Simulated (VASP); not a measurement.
# Rh (P4/nmm) in VASP: single point with PBE

Aim: the single point of Rh with PBE.

Everything below comes from runs of VASP 6.6.1. Logs are shortened: lines on timing, memory, paths and dates and some standing lists are left out, and cuts for length are marked.

### Step 1. The cell of the first run

Symmetry: P4/nmm, No. 129, tetragonal system. Conventional cell: a = 2.689 Å, b = 2.689 Å, c = 3.803 Å, α = 90.00°, β = 90.00°, γ = 90.00°. Within 3.5 Å of Rh (site symmetry 4mm) lie 12 Rh at 2.64 to 2.74 Å.

### Step 2. Single point, PBE (mode 6 (233.9 1/cm) frozen in, largest displacement +0.037 Å)

Contents of INCAR:

```
PREC = Accurate ; ENCUT = 520
EDIFF = 1E-6 ; ISMEAR = 0
SIGMA = 0.15 ; LREAL = False
LASPH = True ; NELM = 100
ALGO = Fast ; ISIF = 2
LWAVE = False ; LCHARG = False
GGA = PE ; NBANDS = 22
```

Contents of KPOINTS:

```
Automatic mesh
0
Gamma
  18 18 12
```

Contents of POSCAR:

```
Rh
1.0
    0.0000000000     -1.9015500000     -1.9015500000
    0.0000000000      1.9015500000     -1.9015500000
    3.8031000000      0.0000000000      0.0000000000
Rh
2
Direct
    0.5000000000      0.5000000000      0.4901396229
    0.0000000000      0.0000000000      0.0098603771
```

Potentials or basis: VASP PAW PBE potentials, release 64 (Rh_pv).

The run is started by

```sh
cat potpaw_PBE.64/Rh_pv/POTCAR > POTCAR
mpirun -np 1 vasp_std > vasp.out
```

OUTCAR:

```text
PREC = Accurate
   ENCUT = 520
   EDIFF = 1E-6
   ISMEAR = 0
   LREAL = False
   LASPH = True
   NELM = 100
   ISIF = 2
   GGA = PE

 ion  position               nearest neighbor table
   1  0.500  0.500  0.490-   2 2.64   2 2.64   2 2.64   2 2.64   2 2.74   2 2.74   2 2.74   2 2.74

   2  0.000  0.000  0.010-   1 2.64   1 2.64   1 2.64   1 2.64   1 2.74   1 2.74   1 2.74   1 2.74

  LATTYP: Found a simple tetragonal cell.
 ALAT       =     2.6891977995
 C/A-ratio  =     1.4142135624

  Lattice vectors:

 A1 = (   0.0000000000,  -1.9015500000,  -1.9015500000)
 A2 = (   0.0000000000,   1.9015500000,  -1.9015500000)
 A3 = (   3.8031000000,   0.0000000000,   0.0000000000)

Analysis of symmetry for initial positions (statically):
=====================================================================
 Subroutine PRICEL returns:
 Original cell was already a primitive cell.

 Routine SETGRP: Setting up the symmetry group for a
 simple tetragonal supercell.

 Subroutine GETGRP returns: Found 16 space group operations
 (whereof  8 operations were pure point group operations)
 out of a pool of 16 trial point group operations.

The static configuration has the point symmetry C_4v.
 The point group associated with its full space group is D_4h.

Analysis of symmetry for dynamics (positions and initial velocities):
=====================================================================
 Subroutine PRICEL returns:
 Original cell was already a primitive cell.

 Routine SETGRP: Setting up the symmetry group for a
 simple tetragonal supercell.

 Subroutine GETGRP returns: Found 16 space group operations
 (whereof  8 operations were pure point group operations)
 out of a pool of 16 trial point group operations.

The dynamic configuration has the point symmetry C_4v.
 The point group associated with its full space group is D_4h.

 Subroutine INISYM returns: Found 16 space group operations
 (whereof  8 operations are pure point group operations),
 and found     1 'primitive' translations

----------------------------------------------------------------------------------------

                                     Primitive cell

  volume of cell :      27.5032

  direct lattice vectors                    reciprocal lattice vectors
     0.000000000 -1.901550000 -1.901550000     0.000000000 -0.262943388 -0.262943388
     0.000000000  1.901550000 -1.901550000     0.000000000  0.262943388 -0.262943388
     3.803100000  0.000000000  0.000000000     0.262943388  0.000000000  0.000000000

  length of vectors
     2.689197800  2.689197800  3.803100000     0.371858106  0.371858106  0.262943388

  position of ions in fractional coordinates (direct lattice)
     0.500000000  0.500000000  0.490139623
     0.000000000  0.000000000  0.009860377

  ion indices of the primitive-cell ions
   primitive index   ion index
                 1           1
                 2           2

----------------------------------------------------------------------------------------

 KPOINTS: Automatic mesh

Automatic generation of k-mesh.
 Grid dimensions read from file:
 generate k-points for:   18   18   12

 Generating k-lattice:

  Cartesian coordinates                     Fractional coordinates (reciprocal lattice)
     0.000000000 -0.014607966 -0.014607966     0.055555556  0.000000000  0.000000000
     0.000000000  0.014607966 -0.014607966     0.000000000  0.055555556  0.000000000
     0.021911949  0.000000000  0.000000000     0.000000000  0.000000000  0.083333333

  Length of vectors
     0.020658784  0.020658784  0.021911949

  Shift w.r.t. Gamma in fractional coordinates (k-lattice)
     0.000000000  0.000000000  0.000000000

 Subroutine IBZKPT returns following result:
 ===========================================

 Found    385 irreducible k-points:

 Following reciprocal coordinates:
            Coordinates               Weight
  0.000000  0.000000  0.000000      1.000000
  0.055556  0.000000  0.000000      4.000000
  0.111111  0.000000  0.000000      4.000000
  0.166667  0.000000  0.000000      4.000000
  0.222222  0.000000  0.000000      4.000000
  0.277778  0.000000  0.000000      4.000000
[... 16 lines left out ...]
  0.277778  0.111111  0.000000      8.000000
  0.333333  0.111111  0.000000      8.000000
 [... further k-points ...]
   k-points           NKPTS =    385   k-points in BZ     NKDIM =    385   number of bands    NBANDS=     22
   number of dos      NEDOS =    301   number of ions     NIONS =      2
   total plane-waves  NPLWV =  11200
   dimension x,y,z NGX =    20 NGY =   20 NGZ =   28
   dimension x,y,z NGXF=    40 NGYF=   40 NGZF=   56
   ions per type =               2
   NGX,Y,Z   is equivalent  to a cutoff of  12.36, 12.36, 12.24 a.u.
   NGXF,Y,Z  is equivalent  to a cutoff of  24.73, 24.73, 24.48 a.u.
 SYSTEM =  unknown system
   PREC   = accura    normal or accurate (medium, high low for compatibility)
   ISTART =      0    job   : 0-new  1-cont  2-samecut
   ICHARG =      2    charge: 1-file 2-atom 10-const
   ISPIN  =      1    spin polarized calculation?
   LNONCOLLINEAR =      F non collinear calculations
   LSORBIT =      F    spin-orbit coupling
   LASPH  =      T    aspherical Exc in radial PAW
   ENCUT  =  520.0 eV  38.22 Ry    6.18 a.u.   5.00  5.00  7.07*2*pi/ulx,y,z
   NELM   =    100;   NELMIN=  2; NELMDL= -5     # of ELM steps
   EDIFF  = 0.1E-05   stopping-criterion for ELM
   LREAL  =      F    real-space projection
   EDIFFG = 0.1E-04   stopping-criterion for IOM
   NSW    =      0    number of steps for IOM
   IBRION =     -1    ionic relax: 0-MD 1-quasi-New 2-CG
   NFREE  =      0    steps in history (QN), initial steepest desc. (CG)
   ISIF   =      2    stress and relaxation
   ISYM   =      2    0-nonsym 1-usesym 2-fastsym
   POTIM  = 0.5000    time-step for ionic-motion
   TEBEG  =    0.0;   TEEND  =   0.0 temperature during run
   PSTRESS=    0.0 pullay stress
   NELECT =      30.0000    total number of electrons
   NUPDOWN=      -1.0000    fix difference up-down
   EMIN   =  10.00;   EMAX   =-10.00  energy-range for DOS
   EFERMI =   0.00;   METHOD = LEGACY
   ISMEAR =     0;   SIGMA  =   0.15  broadening in eV -4-tet -1-fermi 0-gaus
   EFERMI_NEDOS =   21; number of points for ismear=-14 and -15
   IALGO  =     68    algorithm
   IMIX   =      4    mixing-type and parameters
     AMIX     =   0.40;   BMIX     =  1.00
     AMIX_MAG =   1.60;   BMIX_MAG =  1.00
  volume/ion in A,a.u.               =      13.75        92.80
  Fermi-wavevector in a.u.,A,eV,Ry     =   1.685211  3.184586 38.639656  2.839935
  Thomas-Fermi vector in A             =   2.768095
   LORBIT       =      0    0 simple, 1 ext, 2 COOP (PROOUT), +10 PAW based schemes
   GGA     = PE    functional components
   LHFCALC =     F    Hartree Fock is set to
   AEXX    =    0.0000 exact exchange contribution
   IVDW    =     0    specifies the selected vdW correction
   LEPSILON=     F    determine dielectric tensor
   LRPA    =     F    only Hartree local field effects (RPA)
 non-spin polarized calculation
 RMM-DIIS sequential band-by-band and
 Gauss-broadening in eV      SIGMA  =   0.15
  energy-cutoff  :      520.00
  volume of cell :       27.50
 maximum number of plane-waves:       776
   NGX = 11   NGY = 11   NGZ = 15

 number of electron      29.9999992 magnetization

 Free energy of the ion-electron system (eV)
  ---------------------------------------------------
  ext. energy  EPLUGINS =         0.00000000
  ---------------------------------------------------
  free energy    TOTEN  =       -14.49191843 eV

  energy without entropy =      -14.46350369  energy(sigma->0) =      -14.47771106

 E-fermi :  11.9085     XC(G=0): -14.0278

 val. band max:       11.9054166889   @ k =   0.5000   0.2222   0.0000
 cond. band min:      11.9152092457   @ k =   0.2778   0.0000   0.4167
 fundamental gap:      0.0097925568
 Fermi energy:        11.9085346387

 k-point     1 :       0.0000    0.0000    0.0000
  band No.  band energies     occupation
      1     -35.1739      2.00000
      2     -34.7595      2.00000
      3     -34.7595      2.00000
      4     -34.4828      2.00000
      5     -34.4828      2.00000
      6     -34.4807      2.00000
[... 14 lines left out ...]
     21      25.2315      0.00000
     22      27.9144      0.00000

 k-point     2 :       0.0556    0.0000    0.0000
  band No.  band energies     occupation
      1     -35.1678      2.00000
      2     -34.7698      2.00000
      3     -34.7565      2.00000
      4     -34.4970      2.00000
      5     -34.4845      2.00000
      6     -34.4840      2.00000
[... 14 lines left out ...]
     21      25.4131      0.00000
     22      28.0394      0.00000

 k-point     3 :       0.1111    0.0000    0.0000
  band No.  band energies     occupation
      1     -35.1499      2.00000
      2     -34.7989      2.00000
      3     -34.7475      2.00000
      4     -34.5376      2.00000
      5     -34.4960      2.00000
      6     -34.4873      2.00000
[... 14 lines left out ...]
     21      25.9384      0.00000
     22      28.3882      0.00000

 k-point     4 :       0.1667    0.0000    0.0000
  band No.  band energies     occupation
      1     -35.1210      2.00000
      2     -34.8425      2.00000
      3     -34.7330      2.00000
      4     -34.6000      2.00000
      5     -34.5153      2.00000
      6     -34.4931      2.00000
[... 14 lines left out ...]
     21      26.7597      0.00000
     22      28.8911      0.00000

 k-point     5 :       0.2222    0.0000    0.0000
  band No.  band energies     occupation
      1     -35.0830      2.00000
      2     -34.8942      2.00000
      3     -34.7139      2.00000
      4     -34.6765      2.00000
      5     -34.5426      2.00000
      6     -34.5016      2.00000
[... 417 lines left out ...]
 k-point    22 :       0.2222    0.1111    0.0000
  band No.  band energies     occupation
      1     -35.0634      2.00000
      2     -34.8967      2.00000
      3     -34.7419      2.00000
      4     -34.6955      2.00000
      5     -34.5521      2.00000
      6     -34.5364      2.00000
[... 14 lines left out ...]
     21      26.1657      0.00000
     22      30.0503      0.00000

 k-point    23 :       0.2778    0.1111    0.0000
  band No.  band energies     occupation
      1     -35.0216      2.00000
      2     -34.9490      2.00000
      3     -34.7737      2.00000
      4     -34.7213      2.00000
      5     -34.5840      2.00000
      6     -34.5477      2.00000
[... 14 lines left out ...]
     21      27.0955      0.00000
     22      29.1629      0.00000

 k-point    24 :       0.3333    0.1111    0.0000
  band No.  band energies     occupation
      1     -34.9950      2.00000
      2     -34.9823      2.00000
      3     -34.8416      2.00000
      4     -34.6991      2.00000
      5     -34.6215      2.00000
      6     -34.5614      2.00000
[... 14 lines left out ...]
     21      28.0072      0.00000
     22      28.1998      0.00000

 [... further k-points ...]
[... 5 lines left out ...]
  --------------------------------------------------------------------------------------
  -------------------------------------------------------------------------------------
  Total        1.1542801      1.1549976      1.1549976      0.0000000      0.0000000      0.0000000
  in kB       67.2416802     67.2834761     67.2834761      0.0000000      0.0000000      0.0000000
  external PRESSURE =      67.2695441 kB  Pullay stress =       0.0000000 kB

 VOLUME and BASIS-vectors are now :
 -----------------------------------------------------------------------------
  energy-cutoff  :      520.00
  volume of cell :       27.50
      direct lattice vectors                 reciprocal lattice vectors
     0.000000000 -1.901550000 -1.901550000     0.000000000 -0.262943388 -0.262943388
     0.000000000  1.901550000 -1.901550000     0.000000000  0.262943388 -0.262943388
     3.803100000  0.000000000  0.000000000     0.262943388  0.000000000  0.000000000

 POSITION                                       TOTAL-FORCE (eV/Angst)
 -----------------------------------------------------------------------------------
      1.86405      0.00000     -1.90155         0.790270      0.000000      0.000000
      0.03750      0.00000      0.00000        -0.790270      0.000000      0.000000
 -----------------------------------------------------------------------------------
    total drift:                                0.000000      0.000000      0.000000

  FREE ENERGIE OF THE ION-ELECTRON SYSTEM (eV)
  ---------------------------------------------------
  free  energy   TOTEN  =       -14.4919184258 eV

  energy  without entropy=      -14.4635036947  energy(sigma->0) =      -14.47771106
```

Wall time 2.1 min (1 thread of AMD EPYC 7R13 (Zen 3), shared host); peak memory 0.25 GiB.

Results:

```yaml
Free_energy: -14.4919 eV
Pressure: 6.7 GPa
Largest_force: 0.790 eV/Å
Band_gap_on_the_k_mesh: zero (band 15 reaches 12.88 eV, above the bottom of band 16 at 10.64 eV)
```

Forces in eV/Å, atoms in the order of the input:
```
Rh   0.790  0.000  0.000
Rh  -0.790  0.000  0.000
```

Levels at points of the mesh, in eV from the Fermi level:
```tsv
k point	band 12	band 13	band 14	band 15	band 16	band 17	band 18	band 19
(0.00, 0.00, 0.00)	-3.08	-1.03	-1.01	0.54	0.97	0.97	3.31	12.21
(0.50, 0.00, 0.00)	-3.43	-2.01	-2.01	-1.01	-1.01	3.05	3.05	13.00
(0.50, 0.50, 0.00)	0.52	0.96	0.96	0.97	0.97	3.26	3.26	12.18
(0.00, 0.00, 0.50)	-1.68	-1.68	-1.59	-1.26	-1.26	-0.46	-0.12	17.68
(0.50, 0.00, 0.50)	-3.16	0.47	0.47	0.57	0.57	0.81	0.81	8.60
(0.50, 0.50, 0.50)	-3.57	-1.20	-1.20	0.97	0.97	9.31	9.31	9.94
```

Caveat: the cell differs from its parent crystal (mode 6 (233.9 1/cm) frozen in, largest displacement +0.037 Å).
